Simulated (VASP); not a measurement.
# C (R-3m) in VASP: a series of runs

The runs below take C through single point, with PBE+D3(BJ).

Everything below comes from runs of VASP 6.6.1. Logs are shortened: lines on timing, memory, paths and dates and some standing lists are left out, and cuts for length are marked.

### 1 The cell of the first run

It takes space group R-3m (No. 166, trigonal). Conventional cell: a = 2.465 Å, b = 2.465 Å, c = 20.786 Å, α = 90.00°, β = 90.00°, γ = 120.00°. Within 1.9 Å of C (site symmetry 3m) lie 3 C at 1.42 Å. C (site symmetry 3m) has 3 C at 1.42 Å within 1.9 Å.

### 2 Single point, PBE+D3(BJ)

Contents of INCAR:

```
ALGO = Normal
EDIFF = 1E-6
ENCUT = 520
GGA = PE
ISIF = 2
ISMEAR = 0
IVDW = 12
LASPH = True
LCHARG = False
LREAL = False
LWAVE = False
NBANDS = 16
NELM = 60
PREC = Accurate
SIGMA = 0.01
```

Contents of KPOINTS:

```
k-points
0
Gamma
  18 18 18
```

Contents of POSCAR:

```
C
1.0
    1.2324175580      0.7115366089      6.9287802241
   -1.2324175580      0.7115366089      6.9287802241
    0.0000000000     -1.4230732178      6.9287802241
C
4
Direct
    0.0811932400      0.0811932400      0.0811932400
    0.9188067600      0.9188067600      0.9188067600
    0.2521200890      0.2521200890      0.2521200890
    0.7478799110      0.7478799110      0.7478799110
```

Potentials or basis: VASP PAW PBE potentials, release 64 (C).

Command:

```bash
cat potpaw_PBE.64/C/POTCAR > POTCAR
mpirun -np 1 vasp_std > vasp.out
```

OUTCAR:

```text
EDIFF = 1E-6
   ENCUT = 520
   GGA = PE
   ISIF = 2
   ISMEAR = 0
   IVDW = 12
   LASPH = True
   LREAL = False
   NELM = 60
   PREC = Accurate
 IVDW          = 12

 ion  position               nearest neighbor table
   1  0.081  0.081  0.081-   4 1.42   4 1.42   4 1.42
   2  0.919  0.919  0.919-   3 1.42   3 1.42   3 1.42
   3  0.252  0.252  0.252-   2 1.42   2 1.42   2 1.42
   4  0.748  0.748  0.748-   1 1.42   1 1.42   1 1.42

  LATTYP: Found a trigonal (rhomboedric) cell.
 ALAT       =     7.0734102650
 COS(alpha) =     0.9392861109

  Lattice vectors:

 A1 = (   1.2324175580,   0.7115366089,   6.9287802241)
 A2 = (  -1.2324175580,   0.7115366089,   6.9287802241)
 A3 = (   0.0000000000,  -1.4230732178,   6.9287802241)

Analysis of symmetry for initial positions (statically):
=====================================================================
 Subroutine PRICEL returns:
 Original cell was already a primitive cell.

 Routine SETGRP: Setting up the symmetry group for a
 trigonal (rhombohedral) supercell.

 Subroutine GETGRP returns: Found 12 space group operations
 (whereof 12 operations were pure point group operations)
 out of a pool of 12 trial point group operations.

The static configuration has the point symmetry D_3d.

Analysis of symmetry for dynamics (positions and initial velocities):
=====================================================================
 Subroutine PRICEL returns:
 Original cell was already a primitive cell.

 Routine SETGRP: Setting up the symmetry group for a
 trigonal (rhombohedral) supercell.

 Subroutine GETGRP returns: Found 12 space group operations
 (whereof 12 operations were pure point group operations)
 out of a pool of 12 trial point group operations.

The dynamic configuration has the point symmetry D_3d.

 Subroutine INISYM returns: Found 12 space group operations
 (whereof 12 operations are pure point group operations),
 and found     1 'primitive' translations

----------------------------------------------------------------------------------------

                                     Primitive cell

  volume of cell :      36.4555

  direct lattice vectors                    reciprocal lattice vectors
     1.232417558  0.711536609  6.928780224     0.405706651  0.234234844  0.048108516
    -1.232417558  0.711536609  6.928780224    -0.405706651  0.234234844  0.048108516
     0.000000000 -1.423073218  6.928780224     0.000000000 -0.468469688  0.048108516

  length of vectors
     7.073410265  7.073410265  7.073410265     0.470933412  0.470933412  0.470933412

  position of ions in fractional coordinates (direct lattice)
     0.081193240  0.081193240  0.081193240
     0.918806760  0.918806760  0.918806760
     0.252120089  0.252120089  0.252120089
     0.747879911  0.747879911  0.747879911

  ion indices of the primitive-cell ions
   primitive index   ion index
                 1           1
                 2           2
                 3           3
                 4           4

----------------------------------------------------------------------------------------

 KPOINTS: k-points

Automatic generation of k-mesh.
 Grid dimensions read from file:
 generate k-points for:   18   18   18

 Generating k-lattice:

  Cartesian coordinates                     Fractional coordinates (reciprocal lattice)
     0.022539258  0.013013047  0.002672695     0.055555556  0.000000000 -0.000000000
    -0.022539258  0.013013047  0.002672695     0.000000000  0.055555556 -0.000000000
     0.000000000 -0.026026094  0.002672695    -0.000000000 -0.000000000  0.055555556

  Length of vectors
     0.026162967  0.026162967  0.026162967

  Shift w.r.t. Gamma in fractional coordinates (k-lattice)
     0.000000000  0.000000000  0.000000000

 Subroutine IBZKPT returns following result:
 ===========================================

 Found    580 irreducible k-points:

 Following reciprocal coordinates:
            Coordinates               Weight
  0.000000  0.000000  0.000000      1.000000
  0.055556  0.000000 -0.000000      6.000000
  0.111111  0.000000 -0.000000      6.000000
  0.166667 -0.000000 -0.000000      6.000000
  0.222222  0.000000 -0.000000      6.000000
  0.277778 -0.000000 -0.000000      6.000000
[... 16 lines left out ...]
 -0.277778  0.055556  0.000000     12.000000
 -0.222222  0.055556  0.000000     12.000000
 [... further k-points ...]
   k-points           NKPTS =    580   k-points in BZ     NKDIM =    580   number of bands    NBANDS=     16
   number of dos      NEDOS =    301   number of ions     NIONS =      4
   total plane-waves  NPLWV = 157464
   dimension x,y,z NGX =    54 NGY =   54 NGZ =   54
   dimension x,y,z NGXF=   108 NGYF=  108 NGZF=  108
   ions per type =               4
   NGX,Y,Z   is equivalent  to a cutoff of  12.69, 12.69, 12.69 a.u.
   NGXF,Y,Z  is equivalent  to a cutoff of  25.38, 25.38, 25.38 a.u.
 SYSTEM =  unknown system
   PREC   = accura    normal or accurate (medium, high low for compatibility)
   ISTART =      0    job   : 0-new  1-cont  2-samecut
   ICHARG =      2    charge: 1-file 2-atom 10-const
   ISPIN  =      1    spin polarized calculation?
   LNONCOLLINEAR =      F non collinear calculations
   LSORBIT =      F    spin-orbit coupling
   LASPH  =      T    aspherical Exc in radial PAW
   ENCUT  =  520.0 eV  38.22 Ry    6.18 a.u.  13.15 13.15 13.15*2*pi/ulx,y,z
   NELM   =     60;   NELMIN=  2; NELMDL= -5     # of ELM steps
   EDIFF  = 0.1E-05   stopping-criterion for ELM
   LREAL  =      F    real-space projection
   EDIFFG = 0.1E-04   stopping-criterion for IOM
   NSW    =      0    number of steps for IOM
   IBRION =     -1    ionic relax: 0-MD 1-quasi-New 2-CG
   NFREE  =      0    steps in history (QN), initial steepest desc. (CG)
   ISIF   =      2    stress and relaxation
   ISYM   =      2    0-nonsym 1-usesym 2-fastsym
   POTIM  = 0.5000    time-step for ionic-motion
   TEBEG  =    0.0;   TEEND  =   0.0 temperature during run
   PSTRESS=    0.0 pullay stress
   NELECT =      16.0000    total number of electrons
   NUPDOWN=      -1.0000    fix difference up-down
   EMIN   =  10.00;   EMAX   =-10.00  energy-range for DOS
   EFERMI =   0.00;   METHOD = LEGACY
   ISMEAR =     0;   SIGMA  =   0.01  broadening in eV -4-tet -1-fermi 0-gaus
   EFERMI_NEDOS =   21; number of points for ismear=-14 and -15
   IALGO  =     38    algorithm
   IMIX   =      4    mixing-type and parameters
     AMIX     =   0.40;   BMIX     =  1.00
     AMIX_MAG =   1.60;   BMIX_MAG =  1.00
  volume/ion in A,a.u.               =       9.11        61.50
  Fermi-wavevector in a.u.,A,eV,Ry     =   1.244115  2.351036 21.059390  1.547821
  Thomas-Fermi vector in A             =   2.378396
   LORBIT       =      0    0 simple, 1 ext, 2 COOP (PROOUT), +10 PAW based schemes
   GGA     = PE    functional components
   LHFCALC =     F    Hartree Fock is set to
   AEXX    =    0.0000 exact exchange contribution
   IVDW    =    12    specifies the selected vdW correction
   LEPSILON=     F    determine dielectric tensor
   LRPA    =     F    only Hartree local field effects (RPA)
 non-spin polarized calculation
 Gauss-broadening in eV      SIGMA  =   0.01
  energy-cutoff  :      520.00
  volume of cell :       36.46
 maximum number of plane-waves:      1004
 NGX is ok and might be reduce to    54
   NGX = 27   NGY = 27   NGZ = 27

 number of electron      16.0000000 magnetization

 Free energy of the ion-electron system (eV)
  ---------------------------------------------------
  ext. energy  EPLUGINS =         0.00000000
  ---------------------------------------------------
  free energy    TOTEN  =       -36.85112314 eV

  energy without entropy =      -36.85112314  energy(sigma->0) =      -36.85112314

 E-fermi :   4.3936     XC(G=0): -10.0938

 val. band max:        4.2824515130   @ k =  -0.3333   0.3333   0.0000
 cond. band min:       4.5314027236   @ k =  -0.3333   0.3333   0.0000
 fundamental gap:      0.2489512107
 Fermi energy:         4.3935747155

 k-point     1 :       0.0000    0.0000    0.0000
  band No.  band energies     occupation
      1     -15.2199      2.00000
      2     -14.9815      2.00000
      3      -3.9878      2.00000
      4      -2.3044      2.00000
      5       1.3932      2.00000
      6       1.3932      2.00000
[... 8 lines left out ...]
     15      15.8439      0.00000
     16      15.8753      0.00000

 k-point     2 :       0.0556    0.0000   -0.0000
  band No.  band energies     occupation
      1     -15.1462      2.00000
      2     -14.9092      2.00000
      3      -3.8974      2.00000
      4      -2.2218      2.00000
      5       1.0916      2.00000
      6       1.1002      2.00000
[... 8 lines left out ...]
     15      15.5867      0.00000
     16      15.6265      0.00000

 k-point     3 :       0.1111    0.0000   -0.0000
  band No.  band energies     occupation
      1     -14.9253      2.00000
      2     -14.6927      2.00000
      3      -3.6272      2.00000
      4      -1.9750      2.00000
      5       0.2679      2.00000
      6       0.2870      2.00000
[... 8 lines left out ...]
     15      14.8570      0.00000
     16      14.9267      0.00000

 k-point     4 :       0.1667   -0.0000   -0.0000
  band No.  band energies     occupation
      1     -14.5583      2.00000
      2     -14.3330      2.00000
      3      -3.1800      2.00000
      4      -1.5676      2.00000
      5      -0.9139      2.00000
      6      -0.8818      2.00000
[... 8 lines left out ...]
     15      15.2830      0.00000
     16      15.2996      0.00000
[... 324 lines left out ...]
 k-point    22 :      -0.3333    0.0556    0.0000
  band No.  band energies     occupation
      1     -12.1166      2.00000
      2     -11.9304      2.00000
      3      -5.9356      2.00000
      4      -5.8531      2.00000
      5      -1.7876      2.00000
      6      -1.7731      2.00000
[... 8 lines left out ...]
     15      19.0232      0.00000
     16      20.4610      0.00000

 k-point    23 :      -0.2778    0.0556    0.0000
  band No.  band energies     occupation
      1     -12.9673      2.00000
      2     -12.7667      2.00000
      3      -4.4882      2.00000
      4      -4.4228      2.00000
      5      -1.3726      2.00000
      6      -1.3578      2.00000
[... 8 lines left out ...]
     15      18.6757      0.00000
     16      19.0305      0.00000

 k-point    24 :      -0.2222    0.0556    0.0000
  band No.  band energies     occupation
      1     -13.6866      2.00000
      2     -13.4737      2.00000
      3      -3.0293      2.00000
      4      -2.9809      2.00000
      5      -2.1387      2.00000
      6      -0.8474      2.00000
[... 8 lines left out ...]
     15      17.2759      0.00000
     16      17.3739      0.00000

 [... further k-points ...]

------------------------ aborting loop because EDIFF is reached ----------------------------------------

 Edisp (eV)   -0.60206

 E8    (eV) :    -0.1699

  FORCE on cell =-STRESS in cart. coord.  units (eV):
  Direction    XX          YY          ZZ          XY          YZ          ZX
  --------------------------------------------------------------------------------------
  -------------------------------------------------------------------------------------
  Total       0.15699     0.15699    -0.01981    -0.00000     0.00000     0.00000
  in kB       6.89969     6.89969    -0.87071    -0.00000     0.00000     0.00000
  external pressure =        4.31 kB  Pullay stress =        0.00 kB

 VOLUME and BASIS-vectors are now :
 -----------------------------------------------------------------------------
  energy-cutoff  :      520.00
  volume of cell :       36.46
      direct lattice vectors                 reciprocal lattice vectors
     1.232417558  0.711536609  6.928780224     0.405706651  0.234234844  0.048108516
    -1.232417558  0.711536609  6.928780224    -0.405706651  0.234234844  0.048108516
     0.000000000 -1.423073218  6.928780224     0.000000000 -0.468469688  0.048108516

 POSITION                                       TOTAL-FORCE (eV/Angst)
 -----------------------------------------------------------------------------------
      0.00000      0.00000      1.68771         0.000000      0.000000      0.000167
      0.00000      0.00000     19.09863         0.000000     -0.000000     -0.000167
      0.00000      0.00000      5.24065         0.000000     -0.000000      0.000155
      0.00000      0.00000     15.54569         0.000000      0.000000     -0.000155
 -----------------------------------------------------------------------------------
    total drift:                               -0.000000     -0.000000     -0.000000

  FREE ENERGIE OF THE ION-ELECTRON SYSTEM (eV)
  ---------------------------------------------------
  free  energy   TOTEN  =       -37.4531870919 eV

  energy  without entropy=      -37.4531870919  energy(sigma->0) =      -37.45318709
```

Wall time 26 min (1 thread of AMD EPYC 7R13 (Zen 3), shared host); peak memory 0.51 GiB.

What came out:

- Free energy: -37.4532 eV
- Pressure: 0.4 GPa
- Dispersion energy per atom: -0.151 eV

Stress tensor (GPa, compression positive):
```
 0.69  0.00  0.00
 0.00  0.69  0.00
 0.00  0.00 -0.09
```

### 3 Single point, PBE+D3(BJ)

Contents of INCAR:

```
PREC = Accurate
ENCUT = 520
EDIFF = 1E-6
ISMEAR = 0
SIGMA = 0.03
LREAL = False
LASPH = True
NELM = 60
ALGO = Normal
ISIF = 2
LWAVE = False
LCHARG = False
GGA = PE
IVDW = 12
NBANDS = 16
```

Contents of KPOINTS:

```
Automatic mesh
0
Gamma
  18 18 18
```

Contents of POSCAR:

```
C
1.0
    1.2324394249      0.7115492337      6.9346594540
   -1.2324394249      0.7115492337      6.9346594540
    0.0000000000     -1.4230984675      6.9346594540
C
4
Direct
    0.0811523517      0.0811523517      0.0811523517
    0.9188476483      0.9188476483      0.9188476483
    0.2521616043      0.2521616043      0.2521616043
    0.7478383957      0.7478383957      0.7478383957
```

Potentials or basis: VASP PAW PBE potentials, release 64 (C).

Command:

```bash
cat potpaw_PBE.64/C/POTCAR > POTCAR
mpirun -np 1 vasp_std > vasp.out
```

Run time: 32 min. Hardware: 1 thread of Intel Xeon Platinum 8375C at 2.90GHz (Ice Lake), shared host; peak memory 0.54 GiB.

It converged, with:

- Free energy: -37.4532 eV
- Pressure: 0.4 GPa
- Dispersion energy per atom: -0.150 eV

Stress tensor (GPa, compression positive):
```
 0.67  0.00  0.00
 0.00  0.67  0.00
 0.00  0.00 -0.11
```
